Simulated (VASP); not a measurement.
# As (Pm-3m) in VASP: a series of runs

The runs below take As through single point, relaxation of cell and atoms, with LDA.

Program: VASP 6.6.1. These are calculated values, not measurements. Logs are shortened: lines on timing, memory, paths and dates and some standing lists are left out, and cuts for length are marked.

## (1) The cell of the first run

Symmetry: Pm-3m, No. 221, cubic system. Conventional cell: a = 2.666 Å, b = 2.666 Å, c = 2.666 Å, α = 90.00°, β = 90.00°, γ = 90.00°. As (site symmetry m-3m) has 6 As at 2.67 Å within 3.5 Å.

## (2) Single point, LDA

Input file INCAR:

```
SYSTEM = As
PREC = Accurate ; ENCUT = 520
EDIFF = 1E-6 ; ISMEAR = 1
SIGMA = 0.1 ; LREAL = .False.
LASPH = .True. ; NELM = 100
ALGO = Normal ; ISIF = 2
LWAVE = .False. ; LCHARG = .False.
GGA = CA ; NBANDS = 8
```

Input file KPOINTS:

```
Automatic mesh
0
Gamma
  9 9 9
  0 0 0
```

Input file POSCAR:

```
As
1.0
    2.6659627283      0.0000000000      0.0000000000
    0.0000000000      2.6659627283      0.0000000000
    0.0000000000      0.0000000000      2.6659627283
As
1
Direct
    0.5000000000      0.5000000000      0.5000000000
```

Potentials or basis: VASP PAW LDA potentials, release 64 (As).

On the command line:

```sh
> cat potpaw_LDA.64/As/POTCAR > POTCAR
> mpirun -np 1 vasp_std > vasp.out
```

OUTCAR:

```text
SYSTEM = As
   PREC = Accurate
   ENCUT = 520
   EDIFF = 1E-6
   ISMEAR = 1
   LREAL = .False.
   LASPH = .True.
   NELM = 100
   ISIF = 2
   GGA = CA

 ion  position               nearest neighbor table
   1  0.500  0.500  0.500-

  LATTYP: Found a simple cubic cell.
 ALAT       =     2.6659627283

  Lattice vectors:

 A1 = (   2.6659627283,   0.0000000000,   0.0000000000)
 A2 = (   0.0000000000,   2.6659627283,   0.0000000000)
 A3 = (   0.0000000000,   0.0000000000,   2.6659627283)

Analysis of symmetry for initial positions (statically):
=====================================================================
 Subroutine PRICEL returns:
 Original cell was already a primitive cell.

 Routine SETGRP: Setting up the symmetry group for a
 simple cubic supercell.

 Subroutine GETGRP returns: Found 48 space group operations
 (whereof 48 operations were pure point group operations)
 out of a pool of 48 trial point group operations.

The static configuration has the point symmetry O_h .

Analysis of symmetry for dynamics (positions and initial velocities):
=====================================================================
 Subroutine PRICEL returns:
 Original cell was already a primitive cell.

 Routine SETGRP: Setting up the symmetry group for a
 simple cubic supercell.

 Subroutine GETGRP returns: Found 48 space group operations
 (whereof 48 operations were pure point group operations)
 out of a pool of 48 trial point group operations.

The dynamic configuration has the point symmetry O_h .

 Subroutine INISYM returns: Found 48 space group operations
 (whereof 48 operations are pure point group operations),
 and found     1 'primitive' translations

----------------------------------------------------------------------------------------

                                     Primitive cell

  volume of cell :      18.9479

  direct lattice vectors                    reciprocal lattice vectors
     2.665962728  0.000000000  0.000000000     0.375099017  0.000000000  0.000000000
     0.000000000  2.665962728  0.000000000     0.000000000  0.375099017  0.000000000
     0.000000000  0.000000000  2.665962728     0.000000000  0.000000000  0.375099017

  length of vectors
     2.665962728  2.665962728  2.665962728     0.375099017  0.375099017  0.375099017

[... 73 lines left out ...]
   LNONCOLLINEAR =      F non collinear calculations
   LSORBIT =      F    spin-orbit coupling
   LASPH  =      T    aspherical Exc in radial PAW
   ENCUT  =  520.0 eV  38.22 Ry    6.18 a.u.   4.96  4.96  4.96*2*pi/ulx,y,z
   NELM   =    100;   NELMIN=  2; NELMDL= -5     # of ELM steps
   EDIFF  = 0.1E-05   stopping-criterion for ELM
   LREAL  =      F    real-space projection
   EDIFFG = 0.1E-04   stopping-criterion for IOM
   NSW    =      0    number of steps for IOM
   IBRION =     -1    ionic relax: 0-MD 1-quasi-New 2-CG
   NFREE  =      0    steps in history (QN), initial steepest desc. (CG)
   ISIF   =      2    stress and relaxation
   ISYM   =      2    0-nonsym 1-usesym 2-fastsym
   POTIM  = 0.5000    time-step for ionic-motion
   TEBEG  =    0.0;   TEEND  =   0.0 temperature during run
   PSTRESS=    0.0 pullay stress
   NELECT =       5.0000    total number of electrons
   NUPDOWN=      -1.0000    fix difference up-down
   EMIN   =  10.00;   EMAX   =-10.00  energy-range for DOS
   EFERMI =   0.00;   METHOD = LEGACY
   ISMEAR =     1;   SIGMA  =   0.10  broadening in eV -4-tet -1-fermi 0-gaus
   EFERMI_NEDOS =   21; number of points for ismear=-14 and -15
   IALGO  =     38    algorithm
   IMIX   =      4    mixing-type and parameters
     AMIX     =   0.40;   BMIX     =  1.00
     AMIX_MAG =   1.60;   BMIX_MAG =  1.00
  volume/ion in A,a.u.               =      18.95       127.87
  Fermi-wavevector in a.u.,A,eV,Ry     =   1.050052  1.984310 15.001906  1.102609
  Thomas-Fermi vector in A             =   2.185039
   LORBIT       =      0    0 simple, 1 ext, 2 COOP (PROOUT), +10 PAW based schemes
   GGA     = CA    functional components
   LHFCALC =     F    Hartree Fock is set to
   AEXX    =    0.0000 exact exchange contribution
   IVDW    =     0    specifies the selected vdW correction
   LEPSILON=     F    determine dielectric tensor
   LRPA    =     F    only Hartree local field effects (RPA)
 non-spin polarized calculation
 Methfessel and Paxton  Order N= 1 SIGMA  =   0.10
  energy-cutoff  :      520.00
  volume of cell :       18.95
 maximum number of plane-waves:       524
 NGX is ok and might be reduce to    20
   NGX =  9   NGY =  9   NGZ =  9

 number of electron       5.0000001 magnetization

 Free energy of the ion-electron system (eV)
  ---------------------------------------------------
  ext. energy  EPLUGINS =         0.00000000
  ---------------------------------------------------
  free energy    TOTEN  =        -5.32333430 eV

  energy without entropy =       -5.32379044  energy(sigma->0) =       -5.32348635

 E-fermi :   6.7104     XC(G=0): -10.7744

 val. band max:        6.5697206849   @ k =   0.3333   0.2222   0.0000
 cond. band min:       6.7724047776   @ k =   0.3333   0.2222   0.1111
 fundamental gap:      0.2026840927
 Fermi energy:         6.7103530488

 k-point     1 :       0.0000    0.0000    0.0000
  band No.  band energies     occupation
      1      -8.9404      2.00000
      2      10.6981      0.00000
      3      10.6981      0.00000
      4      10.6981      0.00000
      5      15.0615      0.00000
      6      15.0615      0.00000
      7      17.2335      0.00000
      8      31.8787      0.00000
[... 243 lines left out ...]
 k-point    24 :       0.4444    0.3333    0.1111
  band No.  band energies     occupation
      1      -3.5686      2.00000
      2       1.5418      2.00000
      3       4.6016      2.00000
      4      11.3540      0.00000
      5      12.6092      0.00000
      6      19.6494      0.00000
      7      22.0967      0.00000
      8      24.2886      0.00000

 [... further k-points ...]
[... 5 lines left out ...]
  --------------------------------------------------------------------------------------
  -------------------------------------------------------------------------------------
  Total        0.0426109      0.0426109      0.0426109      0.0000000      0.0000000     -0.0000000
  in kB        3.6030385      3.6030385      3.6030385      0.0000000      0.0000000     -0.0000000
  external PRESSURE =       3.6030385 kB  Pullay stress =       0.0000000 kB

 VOLUME and BASIS-vectors are now :
 -----------------------------------------------------------------------------
  energy-cutoff  :      520.00
  volume of cell :       18.95
      direct lattice vectors                 reciprocal lattice vectors
     2.665962728  0.000000000  0.000000000     0.375099017  0.000000000  0.000000000
     0.000000000  2.665962728  0.000000000     0.000000000  0.375099017  0.000000000
     0.000000000  0.000000000  2.665962728     0.000000000  0.000000000  0.375099017

 POSITION                                       TOTAL-FORCE (eV/Angst)
 -----------------------------------------------------------------------------------
      1.33298      1.33298      1.33298         0.000000      0.000000      0.000000
 -----------------------------------------------------------------------------------
    total drift:                                0.000000     -0.000000      0.000000

  FREE ENERGIE OF THE ION-ELECTRON SYSTEM (eV)
  ---------------------------------------------------
  free  energy   TOTEN  =        -5.3233343020 eV

  energy  without entropy=       -5.3237904450  energy(sigma->0) =       -5.32348635
```

Wall time 1.6 s (1 thread of Intel Xeon 6975P-C (Granite Rapids), shared host); peak memory 0.11 GiB.

Results:

```
Free energy : -5.3233 eV
Pressure    : 0.4 GPa
```

## (3) Relaxation of cell and atoms, LDA

This run uses another cell than the first one, of 19.76 Å³/atom, 1.043 times its volume.

Input file INCAR:

```
SYSTEM = As
PREC = Accurate
ENCUT = 600
EDIFF = 1E-6
ISMEAR = 1
SIGMA = 0.1
LREAL = .FALSE.
LASPH = .TRUE.
NELM = 100
ALGO = Normal
ISIF = 3
LWAVE = .FALSE.
LCHARG = .FALSE.
GGA = CA
IBRION = 2
NSW = 80
EDIFFG = -0.01
```

Input file KPOINTS:

```
Automatic mesh
0
G
  9 9 9
  0 0 0
```

Input file POSCAR:

```
As
1.0
    2.7036800000      0.0000000000      0.0000000000
    0.0000000000      2.7036800000      0.0000000000
    0.0000000000      0.0000000000      2.7036800000
As
1
Direct
    0.5000000000      0.5000000000      0.5000000000
```

Potentials or basis: VASP PAW LDA potentials, release 64 (As).

On the command line:

```sh
> cat potpaw_LDA.64/As/POTCAR > POTCAR
> mpirun -np 1 vasp_std > vasp.out
```

OUTCAR:

```text
SYSTEM = As
   PREC = Accurate
   ENCUT = 600
   EDIFF = 1E-6
   ISMEAR = 1
   LREAL = .FALSE.
   LASPH = .TRUE.
   NELM = 100
   ISIF = 3
   GGA = CA
   IBRION = 2
   NSW = 80
   EDIFFG = -0.01

 ion  position               nearest neighbor table
   1  0.500  0.500  0.500-

  LATTYP: Found a simple cubic cell.
 ALAT       =     2.7036800000

  Lattice vectors:

 A1 = (   2.7036800000,   0.0000000000,   0.0000000000)
 A2 = (   0.0000000000,   2.7036800000,   0.0000000000)
 A3 = (   0.0000000000,   0.0000000000,   2.7036800000)

Analysis of symmetry for initial positions (statically):
=====================================================================
 Subroutine PRICEL returns:
 Original cell was already a primitive cell.

 Routine SETGRP: Setting up the symmetry group for a
 simple cubic supercell.

 Subroutine GETGRP returns: Found 48 space group operations
 (whereof 48 operations were pure point group operations)
 out of a pool of 48 trial point group operations.

The static configuration has the point symmetry O_h .

Analysis of symmetry for dynamics (positions and initial velocities):
=====================================================================
 Subroutine PRICEL returns:
 Original cell was already a primitive cell.

 Routine SETGRP: Setting up the symmetry group for a
 simple cubic supercell.

 Subroutine GETGRP returns: Found 48 space group operations
 (whereof 48 operations were pure point group operations)
 out of a pool of 48 trial point group operations.

The dynamic configuration has the point symmetry O_h .

 Subroutine INISYM returns: Found 48 space group operations
 (whereof 48 operations are pure point group operations),
 and found     1 'primitive' translations

----------------------------------------------------------------------------------------

                                     Primitive cell

  volume of cell :      19.7636

  direct lattice vectors                    reciprocal lattice vectors
     2.703680000  0.000000000  0.000000000     0.369866256  0.000000000  0.000000000
     0.000000000  2.703680000  0.000000000     0.000000000  0.369866256  0.000000000
     0.000000000  0.000000000  2.703680000     0.000000000  0.000000000  0.369866256

  length of vectors
     2.703680000  2.703680000  2.703680000     0.369866256  0.369866256  0.369866256

  position of ions in fractional coordinates (direct lattice)
     0.500000000  0.500000000  0.500000000

  ion indices of the primitive-cell ions
   primitive index   ion index
                 1           1

----------------------------------------------------------------------------------------

 KPOINTS: Automatic mesh

Automatic generation of k-mesh.
 Grid dimensions read from file:
 generate k-points for:    9    9    9

 Generating k-lattice:

  Cartesian coordinates                     Fractional coordinates (reciprocal lattice)
     0.041096251  0.000000000  0.000000000     0.111111111  0.000000000  0.000000000
     0.000000000  0.041096251  0.000000000     0.000000000  0.111111111  0.000000000
     0.000000000  0.000000000  0.041096251     0.000000000  0.000000000  0.111111111

  Length of vectors
     0.041096251  0.041096251  0.041096251

  Shift w.r.t. Gamma in fractional coordinates (k-lattice)
     0.000000000  0.000000000  0.000000000

 Subroutine IBZKPT returns following result:
 ===========================================

 Found     35 irreducible k-points:

 Following reciprocal coordinates:
            Coordinates               Weight
  0.000000  0.000000  0.000000      1.000000
  0.111111  0.000000  0.000000      6.000000
  0.222222  0.000000  0.000000      6.000000
  0.333333  0.000000  0.000000      6.000000
  0.444444  0.000000  0.000000      6.000000
  0.111111  0.111111  0.000000     12.000000
[... 16 lines left out ...]
  0.333333  0.333333  0.111111     24.000000
  0.444444  0.333333  0.111111     48.000000
 [... further k-points ...]
   k-points           NKPTS =     35   k-points in BZ     NKDIM =     35   number of bands    NBANDS=      6
   number of dos      NEDOS =    301   number of ions     NIONS =      1
   total plane-waves  NPLWV =  13824
   dimension x,y,z NGX =    24 NGY =   24 NGZ =   24
   dimension x,y,z NGXF=    48 NGYF=   48 NGZF=   48
   ions per type =               1
   NGX,Y,Z   is equivalent  to a cutoff of  14.76, 14.76, 14.76 a.u.
   NGXF,Y,Z  is equivalent  to a cutoff of  29.51, 29.51, 29.51 a.u.
 SYSTEM =  As
   PREC   = accura    normal or accurate (medium, high low for compatibility)
   ISTART =      0    job   : 0-new  1-cont  2-samecut
   ICHARG =      2    charge: 1-file 2-atom 10-const
   ISPIN  =      1    spin polarized calculation?
   LNONCOLLINEAR =      F non collinear calculations
   LSORBIT =      F    spin-orbit coupling
   LASPH  =      T    aspherical Exc in radial PAW
   ENCUT  =  600.0 eV  44.10 Ry    6.64 a.u.   5.40  5.40  5.40*2*pi/ulx,y,z
   NELM   =    100;   NELMIN=  2; NELMDL= -5     # of ELM steps
   EDIFF  = 0.1E-05   stopping-criterion for ELM
   LREAL  =      F    real-space projection
   EDIFFG = -.1E-01   stopping-criterion for IOM
   NSW    =     80    number of steps for IOM
   IBRION =      2    ionic relax: 0-MD 1-quasi-New 2-CG
   NFREE  =      1    steps in history (QN), initial steepest desc. (CG)
   ISIF   =      3    stress and relaxation
   ISYM   =      2    0-nonsym 1-usesym 2-fastsym
   POTIM  = 0.5000    time-step for ionic-motion
   TEBEG  =    0.0;   TEEND  =   0.0 temperature during run
   PSTRESS=    0.0 pullay stress
   NELECT =       5.0000    total number of electrons
   NUPDOWN=      -1.0000    fix difference up-down
   EMIN   =  10.00;   EMAX   =-10.00  energy-range for DOS
   EFERMI =   0.00;   METHOD = LEGACY
   ISMEAR =     1;   SIGMA  =   0.10  broadening in eV -4-tet -1-fermi 0-gaus
   EFERMI_NEDOS =   21; number of points for ismear=-14 and -15
   IALGO  =     38    algorithm
   IMIX   =      4    mixing-type and parameters
     AMIX     =   0.40;   BMIX     =  1.00
     AMIX_MAG =   1.60;   BMIX_MAG =  1.00
  volume/ion in A,a.u.               =      19.76       133.37
  Fermi-wavevector in a.u.,A,eV,Ry     =   1.035403  1.956629 14.586262  1.072060
  Thomas-Fermi vector in A             =   2.169745
   LORBIT       =      0    0 simple, 1 ext, 2 COOP (PROOUT), +10 PAW based schemes
   GGA     = CA    functional components
   LHFCALC =     F    Hartree Fock is set to
   AEXX    =    0.0000 exact exchange contribution
   IVDW    =     0    specifies the selected vdW correction
   LEPSILON=     F    determine dielectric tensor
   LRPA    =     F    only Hartree local field effects (RPA)
 conjugate gradient relaxation of ions
 non-spin polarized calculation
 Methfessel and Paxton  Order N= 1 SIGMA  =   0.10
  energy-cutoff  :      600.00
  volume of cell :       19.76
 maximum number of plane-waves:       691
 NGX is ok and might be reduce to    24
   NGX = 11   NGY = 11   NGZ = 11

--------------------------------------- Ionic step        1  -------------------------------------------

 number of electron       5.0000001 magnetization

 Free energy of the ion-electron system (eV)
  ---------------------------------------------------
  ext. energy  EPLUGINS =         0.00000000
  ---------------------------------------------------
  free energy    TOTEN  =        -5.31602008 eV

  energy without entropy =       -5.31638339  energy(sigma->0) =       -5.31614118

------------------------ aborting loop because EDIFF is reached ----------------------------------------

  FORCE on cell =-STRESS in cart. coord.  units (eV):
  Direction    XX          YY          ZZ          XY          YZ          ZX
  --------------------------------------------------------------------------------------
  -------------------------------------------------------------------------------------
  Total       -0.3843133     -0.3843133     -0.3843133      0.0000000      0.0000000     -0.0000000
  in kB      -31.1551698    -31.1551698    -31.1551698      0.0000000      0.0000000     -0.0000000
  external PRESSURE =     -31.1551698 kB  Pullay stress =       0.0000000 kB
[... 57 lines left out ...]
--------------------------------------- Ionic step        3  -------------------------------------------

 number of electron       4.9999999 magnetization

 Free energy of the ion-electron system (eV)
  ---------------------------------------------------
  ext. energy  EPLUGINS =         0.00000000
  ---------------------------------------------------
  free energy    TOTEN  =        -5.32348255 eV

  energy without entropy =       -5.32391796  energy(sigma->0) =       -5.32362769

 E-fermi :   6.6573     XC(G=0): -10.7565

 val. band max:        6.5189892687   @ k =   0.3333   0.2222   0.0000
 cond. band min:       6.7211152286   @ k =   0.3333   0.2222   0.1111
 fundamental gap:      0.2021259600
 Fermi energy:         6.6572933322

 k-point     1 :       0.0000    0.0000    0.0000
  band No.  band energies     occupation
      1      -8.9514      2.00000
      2      10.6318      0.00000
      3      10.6318      0.00000
      4      10.6318      0.00000
      5      15.0073      0.00000
      6      15.0073      0.00000
[... 199 lines left out ...]
 k-point    24 :       0.4444    0.3333    0.1111
  band No.  band energies     occupation
      1      -3.6074      2.00000
      2       1.5150      2.00000
      3       4.5568      2.00000
      4      11.3116      0.00000
      5      12.5280      0.00000
      6      19.5821      0.00000

 [... further k-points ...]
[... 5 lines left out ...]
  --------------------------------------------------------------------------------------
  -------------------------------------------------------------------------------------
  Total       -0.0044079     -0.0044079     -0.0044079     -0.0000000      0.0000000     -0.0000000
  in kB       -0.3711667     -0.3711667     -0.3711667     -0.0000000      0.0000000     -0.0000000
  external PRESSURE =      -0.3711667 kB  Pullay stress =       0.0000000 kB
[... 16 lines left out ...]
  FREE ENERGIE OF THE ION-ELECTRON SYSTEM (eV)
  ---------------------------------------------------
  free  energy   TOTEN  =        -5.3234825537 eV

  energy  without entropy=       -5.3239179580  energy(sigma->0) =       -5.32362769

 reached required accuracy - stopping structural energy minimisation
```

OSZICAR:

```text
N       E                     dE             d eps       ncg     rms          rms(c)
DAV:   1     0.116170491943E+02    0.11617E+02   -0.21871E+03   420   0.680E+02
DAV:   2    -0.505620606151E+01   -0.16673E+02   -0.16083E+02   618   0.841E+01
DAV:   3    -0.532189157562E+01   -0.26569E+00   -0.25961E+00   480   0.148E+01
DAV:   4    -0.532243670871E+01   -0.54513E-03   -0.54513E-03   678   0.721E-01
[... 14 lines left out ...]
       N       E                     dE             d eps       ncg     rms          rms(c)
DAV:   1    -0.532587981694E+01   -0.42150E-02   -0.73375E-02   426   0.168E+00    0.242E-01
DAV:   2    -0.532421044804E+01    0.16694E-02   -0.13378E-03   468   0.298E-01    0.132E-01
DAV:   3    -0.532348337893E+01    0.72707E-03   -0.17308E-03   432   0.252E-01    0.283E-02
DAV:   4    -0.532348255369E+01    0.82524E-06   -0.46595E-06   498   0.261E-02
   3 F= -.53234826E+01 E0= -.53236277E+01  d E =-.746247E-02
```

Run time: 2.7 s. Hardware: 1 thread of Intel Xeon 6975P-C (Granite Rapids), shared host; peak memory 0.13 GiB.

Results:

```yaml
Free_energy: -5.3235 eV
Relaxed_volume: 19.03 Å³/atom
Relaxed_cell: a = 2.670 Å, b = 2.670 Å, c = 2.670 Å, α = 90.00°, β = 90.00°, γ = 90.00°
Space_group_after_relaxing_to_0.05_Å: Pm-3m (No. 221)
Energy_gained_by_relaxing: 7.5 meV/atom
Ionic_steps: 3
Pressure_after_relaxing: 0.0 GPa
```

Step by step:
```
step  energy change (eV)  largest force (eV/Å)  pressure (GPa)  volume (Å³)
   1              0.0000                0.0000           -3.12        19.76
   2             -0.0056                0.0000            1.79        18.68
   3             -0.0075                0.0000           -0.04        19.03
```

Final structure:
```
As
1.0
     2.66968    0.00000    0.00000
     0.00000    2.66968    0.00000
     0.00000    0.00000    2.66968
As
1
Direct
  0.50000 0.50000 0.50000
```

Levels at points of the mesh, in eV from the Fermi level:
| k point | band 1 | band 2 | band 3 | band 4 | band 5 |
| --- | --- | --- | --- | --- | --- |
| (0.00, 0.00, 0.00) | -15.61 | 3.97 | 3.97 | 3.97 | 8.35 |
